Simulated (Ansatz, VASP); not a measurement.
## MgS in VASP and in Ansatz

```
Mg S
1.0
     0.00000    2.60165    2.52360
     2.60165    0.00000    2.52360
     2.60165    2.60165    0.00000
Mg S
1 1
Direct
  0.00000 0.00000 0.00000
  0.50000 0.50000 0.50000
```

Change from the starting cell: zz strain of -3 %, crystal datasets.

Alike in both runs: task electric field gradients; functional LDA; k mesh 8 × 8 × 8; occupations fermi-dirac, width 0.01 eV; no spin polarisation.

```csv
,VASP,Ansatz
version,VASP 6.6.1,Ansatz 0.2.0
potentials or method,"VASP PAW LDA potentials, release 64 (Mg, S), cutoff 520 eV","all-electron PAW with datasets made for the crystal, scalar-relativistic"
```

```tsv
	VASP	Ansatz	Ansatz less VASP
gap on the k mesh at the Fermi level (eV)	2.48	2.48	+0.002
pressure (GPa)	-1.4	-0.8	+0.61
traceless stress, the component that is largest in VASP (GPa)	2.41	2.41	+0.002
size of Vzz on the site where it differs most (V/Å²)	3.0	2.5	-0.53
```

LDA's correlation is that of Perdew and Zunger in VASP and of Perdew and Wang (1992) in Ansatz. Ansatz ran all-electron here, and VASP with PAW potentials.
